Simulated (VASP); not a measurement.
# KCl (I4/mmm) in VASP: notebook

The runs below take KCl through single point, with LDA.

All numbers are computed with VASP 6.6.1; they aren't measurements. Logs are shortened: lines on timing, memory, paths and dates and some standing lists are left out, and cuts for length are marked.

## (1) The cell of the first run

The structure is tetragonal, space group I4/mmm (No. 139). The conventional cell has a = 4.196 Å, b = 4.196 Å, c = 6.312 Å, α = 90.00°, β = 90.00°, γ = 90.00°. Within 3.9 Å of K (site symmetry 4/mmm) lie 6 Cl at 2.97 to 3.16 Å. Within 3.9 Å of Cl (site symmetry 4/mmm) lie 6 K at 2.97 to 3.16 Å.

## (2) Single point, LDA (strain -0.0600 x Voigt [1, 1, 0, 0, 0, 0])

Contents of INCAR:

```
SYSTEM = KCl
  PREC = Accurate
  ENCUT = 520
  EDIFF = 1E-6
  ISMEAR = 0
  SIGMA = 0.05
  LREAL = .FALSE.
  LASPH = .TRUE.
  NELM = 100
  ALGO = Normal
  ISIF = 2
  LWAVE = .FALSE.
  LCHARG = .FALSE.
  GGA = CA
  NBANDS = 15
```

Contents of KPOINTS:

```
Automatic mesh
0
G
  6 6 6
  0 0 0
```

Contents of POSCAR:

```
KCl
1.0
    0.0000000000      2.9667340000      3.1561000000
    2.9667340000      0.0000000000      3.1561000000
    2.9667340000      2.9667340000      0.0000000000
K Cl
1 1
Direct
    0.0000000000      0.0000000000      0.0000000000
    0.5000000000      0.5000000000      0.5000000000
```

Potentials or basis: VASP PAW LDA potentials, release 64 (K_sv, Cl).

Command:

```console
cat potpaw_LDA.64/K_sv/POTCAR potpaw_LDA.64/Cl/POTCAR > POTCAR
mpirun -np 1 vasp_std > vasp.out
```

OUTCAR:

```text
SYSTEM = KCl
   PREC = Accurate
   ENCUT = 520
   EDIFF = 1E-6
   ISMEAR = 0
   LREAL = .FALSE.
   LASPH = .TRUE.
   NELM = 100
   ISIF = 2
   GGA = CA

 ion  position               nearest neighbor table
   1  0.000  0.000  0.000-   2 2.97   2 2.97   2 2.97   2 2.97   2 3.16   2 3.16
   2  0.500  0.500  0.500-   1 2.97   1 2.97   1 2.97   1 2.97   1 3.16   1 3.16

  LATTYP: Found a body centered tetragonal cell.
 ALAT       =     4.1955954588
 C/A-ratio  =     1.5044825132

  Lattice vectors:

 A1 = (  -2.9667340000,   0.0000000000,   3.1561000000)
 A2 = (   2.9667340000,   0.0000000000,   3.1561000000)
 A3 = (   0.0000000000,   2.9667340000,  -3.1561000000)

Analysis of symmetry for initial positions (statically):
=====================================================================
 Subroutine PRICEL returns:
 Original cell was already a primitive cell.

 Routine SETGRP: Setting up the symmetry group for a
 body centered tetragonal supercell.

 Subroutine GETGRP returns: Found 16 space group operations
 (whereof 16 operations were pure point group operations)
 out of a pool of 16 trial point group operations.

The static configuration has the point symmetry D_4h.

Analysis of symmetry for dynamics (positions and initial velocities):
=====================================================================
 Subroutine PRICEL returns:
 Original cell was already a primitive cell.

 Routine SETGRP: Setting up the symmetry group for a
 body centered tetragonal supercell.

 Subroutine GETGRP returns: Found 16 space group operations
 (whereof 16 operations were pure point group operations)
 out of a pool of 16 trial point group operations.

The dynamic configuration has the point symmetry D_4h.

 Subroutine INISYM returns: Found 16 space group operations
 (whereof 16 operations are pure point group operations),
 and found     1 'primitive' translations

----------------------------------------------------------------------------------------

                                     Primitive cell

  volume of cell :      55.5569

  direct lattice vectors                    reciprocal lattice vectors
     0.000000000  2.966734000  3.156100000    -0.168535501  0.168535501  0.158423371
     2.966734000  0.000000000  3.156100000     0.168535501 -0.168535501  0.158423371
     2.966734000  2.966734000  0.000000000     0.168535501  0.168535501 -0.158423371

  length of vectors
     4.331567596  4.331567596  4.195595459     0.286192932  0.286192932  0.286192932

  position of ions in fractional coordinates (direct lattice)
     0.000000000  0.000000000  0.000000000
     0.500000000  0.500000000  0.500000000

  ion indices of the primitive-cell ions
   primitive index   ion index
                 1           1
                 2           2

----------------------------------------------------------------------------------------

 KPOINTS: Automatic mesh

Automatic generation of k-mesh.
 Grid dimensions read from file:
 generate k-points for:    6    6    6

 Generating k-lattice:

  Cartesian coordinates                     Fractional coordinates (reciprocal lattice)
    -0.028089250  0.028089250  0.026403895     0.166666667  0.000000000  0.000000000
     0.028089250 -0.028089250  0.026403895     0.000000000  0.166666667  0.000000000
     0.028089250  0.028089250 -0.026403895     0.000000000  0.000000000  0.166666667

  Length of vectors
     0.047698822  0.047698822  0.047698822

  Shift w.r.t. Gamma in fractional coordinates (k-lattice)
     0.000000000  0.000000000  0.000000000

 Subroutine IBZKPT returns following result:
 ===========================================

 Found     30 irreducible k-points:

 Following reciprocal coordinates:
            Coordinates               Weight
  0.000000  0.000000  0.000000      1.000000
  0.166667  0.000000  0.000000      8.000000
  0.333333 -0.000000  0.000000      8.000000
  0.500000  0.000000  0.000000      4.000000
  0.166667  0.166667  0.000000      2.000000
  0.333333  0.166667  0.000000      8.000000
[... 16 lines left out ...]
  0.333333  0.000000  0.333333      4.000000
  0.500000  0.000000  0.333333     16.000000
 [... further k-points ...]
   k-points           NKPTS =     30   k-points in BZ     NKDIM =     30   number of bands    NBANDS=     15
   number of dos      NEDOS =    301   number of ions     NIONS =      2
   total plane-waves  NPLWV =  32768
   dimension x,y,z NGX =    32 NGY =   32 NGZ =   32
   dimension x,y,z NGXF=    64 NGYF=   64 NGZF=   64
   ions per type =               1   1
   NGX,Y,Z   is equivalent  to a cutoff of  12.28, 12.28, 12.68 a.u.
   NGXF,Y,Z  is equivalent  to a cutoff of  24.56, 24.56, 25.36 a.u.
 SYSTEM =  KCl
   PREC   = accura    normal or accurate (medium, high low for compatibility)
   ISTART =      0    job   : 0-new  1-cont  2-samecut
   ICHARG =      2    charge: 1-file 2-atom 10-const
   ISPIN  =      1    spin polarized calculation?
   LNONCOLLINEAR =      F non collinear calculations
   LSORBIT =      F    spin-orbit coupling
   LASPH  =      T    aspherical Exc in radial PAW
   ENCUT  =  520.0 eV  38.22 Ry    6.18 a.u.   8.05  8.05  7.80*2*pi/ulx,y,z
   NELM   =    100;   NELMIN=  2; NELMDL= -5     # of ELM steps
   EDIFF  = 0.1E-05   stopping-criterion for ELM
   LREAL  =      F    real-space projection
   EDIFFG = 0.1E-04   stopping-criterion for IOM
   NSW    =      0    number of steps for IOM
   IBRION =     -1    ionic relax: 0-MD 1-quasi-New 2-CG
   NFREE  =      0    steps in history (QN), initial steepest desc. (CG)
   ISIF   =      2    stress and relaxation
   ISYM   =      2    0-nonsym 1-usesym 2-fastsym
   POTIM  = 0.5000    time-step for ionic-motion
   TEBEG  =    0.0;   TEEND  =   0.0 temperature during run
   PSTRESS=    0.0 pullay stress
   NELECT =      16.0000    total number of electrons
   NUPDOWN=      -1.0000    fix difference up-down
   EMIN   =  10.00;   EMAX   =-10.00  energy-range for DOS
   EFERMI =   0.00;   METHOD = LEGACY
   ISMEAR =     0;   SIGMA  =   0.05  broadening in eV -4-tet -1-fermi 0-gaus
   EFERMI_NEDOS =   21; number of points for ismear=-14 and -15
   IALGO  =     38    algorithm
   IMIX   =      4    mixing-type and parameters
     AMIX     =   0.40;   BMIX     =  1.00
     AMIX_MAG =   1.60;   BMIX_MAG =  1.00
  volume/ion in A,a.u.               =      27.78       187.46
  Fermi-wavevector in a.u.,A,eV,Ry     =   1.081107  2.042997 15.902397  1.168793
  Thomas-Fermi vector in A             =   2.217115
   LORBIT       =      0    0 simple, 1 ext, 2 COOP (PROOUT), +10 PAW based schemes
   GGA     = CA    functional components
   LHFCALC =     F    Hartree Fock is set to
   AEXX    =    0.0000 exact exchange contribution
   IVDW    =     0    specifies the selected vdW correction
   LEPSILON=     F    determine dielectric tensor
   LRPA    =     F    only Hartree local field effects (RPA)
 non-spin polarized calculation
 Gauss-broadening in eV      SIGMA  =   0.05
  energy-cutoff  :      520.00
  volume of cell :       55.56
 maximum number of plane-waves:      1518
   NGX = 17   NGY = 17   NGZ = 15

 number of electron      15.9999999 magnetization

 Free energy of the ion-electron system (eV)
  ---------------------------------------------------
  ext. energy  EPLUGINS =         0.00000000
  ---------------------------------------------------
  free energy    TOTEN  =        -7.38359400 eV

  energy without entropy =       -7.38359400  energy(sigma->0) =       -7.38359400

 E-fermi :  -1.3372     XC(G=0):  -8.5878

 val. band max:       -1.5469284827   @ k =   0.0000   0.0000   0.0000
 cond. band min:       3.5496485949   @ k =   0.0000   0.0000   0.0000
 fundamental gap:      5.0965770776
 Fermi energy:        -1.3371773236

 k-point     1 :       0.0000    0.0000    0.0000
  band No.  band energies     occupation
      1     -28.1527      2.00000
      2     -13.7539      2.00000
      3     -11.8620      2.00000
      4     -11.8620      2.00000
      5     -11.8455      2.00000
      6      -1.6246      2.00000
      7      -1.5469      2.00000
      8      -1.5469      2.00000
      9       3.5496      0.00000
     10       6.2502      0.00000
     11       6.6925      0.00000
     12       6.6925      0.00000
     13       7.4254      0.00000
     14       7.7009      0.00000
     15      11.2929      0.00000

 k-point     2 :       0.1667    0.0000    0.0000
  band No.  band energies     occupation
      1     -28.1473      2.00000
      2     -13.8308      2.00000
      3     -11.8611      2.00000
      4     -11.8563      2.00000
      5     -11.7608      2.00000
      6      -1.9882      2.00000
      7      -1.7186      2.00000
      8      -1.6779      2.00000
      9       4.2663      0.00000
     10       6.3379      0.00000
     11       6.8379      0.00000
     12       7.0685      0.00000
     13       7.8754      0.00000
     14       8.1807      0.00000
     15      12.4076      0.00000

 k-point     3 :       0.3333   -0.0000    0.0000
  band No.  band energies     occupation
      1     -28.1363      2.00000
      2     -13.9672      2.00000
      3     -11.8720      2.00000
      4     -11.8592      2.00000
      5     -11.5797      2.00000
      6      -2.6542      2.00000
      7      -1.9402      2.00000
      8      -1.9211      2.00000
      9       5.4857      0.00000
     10       6.6097      0.00000
     11       7.9087      0.00000
     12       8.1009      0.00000
     13       8.9826      0.00000
     14       9.3812      0.00000
     15      11.5609      0.00000
[... 343 lines left out ...]
 k-point    23 :       0.3333    0.0000    0.3333
  band No.  band energies     occupation
      1     -28.1298      2.00000
      2     -13.7893      2.00000
      3     -11.9563      2.00000
      4     -11.9066      2.00000
      5     -11.8241      2.00000
      6      -2.4661      2.00000
      7      -1.8368      2.00000
      8      -1.7937      2.00000
      9       4.8191      0.00000
     10       5.8456      0.00000
     11       8.3946      0.00000
     12       9.3071      0.00000
     13       9.4640      0.00000
     14       9.5818      0.00000
     15      10.7736      0.00000

 k-point    24 :       0.5000    0.0000    0.3333
  band No.  band energies     occupation
      1     -28.1247      2.00000
      2     -13.7379      2.00000
      3     -12.0243      2.00000
      4     -11.9313      2.00000
      5     -11.8561      2.00000
      6      -2.3587      2.00000
      7      -2.0218      2.00000
      8      -1.9043      2.00000
      9       4.9447      0.00000
     10       6.9132      0.00000
     11       8.5038      0.00000
     12       9.0305      0.00000
     13       9.4105      0.00000
     14       9.9553      0.00000
     15      10.7080      0.00000

 [... further k-points ...]

------------------------ aborting loop because EDIFF is reached ----------------------------------------

  FORCE on cell =-STRESS in cart. coord.  units (eV):
  Direction    XX          YY          ZZ          XY          YZ          ZX
  --------------------------------------------------------------------------------------
  -------------------------------------------------------------------------------------
  Total        0.5813988      0.5813988     -0.5099544      0.0000000     -0.0000000     -0.0000000
  in kB       16.7666686     16.7666686    -14.7063189      0.0000000     -0.0000000     -0.0000000
  external PRESSURE =       6.2756728 kB  Pullay stress =       0.0000000 kB

 VOLUME and BASIS-vectors are now :
 -----------------------------------------------------------------------------
  energy-cutoff  :      520.00
  volume of cell :       55.56
      direct lattice vectors                 reciprocal lattice vectors
     0.000000000  2.966734000  3.156100000    -0.168535501  0.168535501  0.158423371
     2.966734000  0.000000000  3.156100000     0.168535501 -0.168535501  0.158423371
     2.966734000  2.966734000  0.000000000     0.168535501  0.168535501 -0.158423371

 POSITION                                       TOTAL-FORCE (eV/Angst)
 -----------------------------------------------------------------------------------
      0.00000      0.00000      0.00000        -0.000000      0.000000      0.000000
      2.96673      2.96673      3.15610         0.000000     -0.000000      0.000000
 -----------------------------------------------------------------------------------
    total drift:                                0.000000     -0.000000     -0.000000

  FREE ENERGIE OF THE ION-ELECTRON SYSTEM (eV)
  ---------------------------------------------------
  free  energy   TOTEN  =        -7.3835939987 eV

  energy  without entropy=       -7.3835939987  energy(sigma->0) =       -7.38359400
```

Wall time 26 s (1 thread of Intel Xeon 8259CL, shared host); peak memory 0.16 GiB.

What came out:

```yaml
Free_energy: -7.3836 eV
Pressure: 0.6 GPa
Band_gap_on_the_k_mesh: 5.10 eV
```

Caveat: the cell differs from its parent crystal (strain -0.0600 x Voigt [1, 1, 0, 0, 0, 0]).

(Part 1 of 2 ends here.)
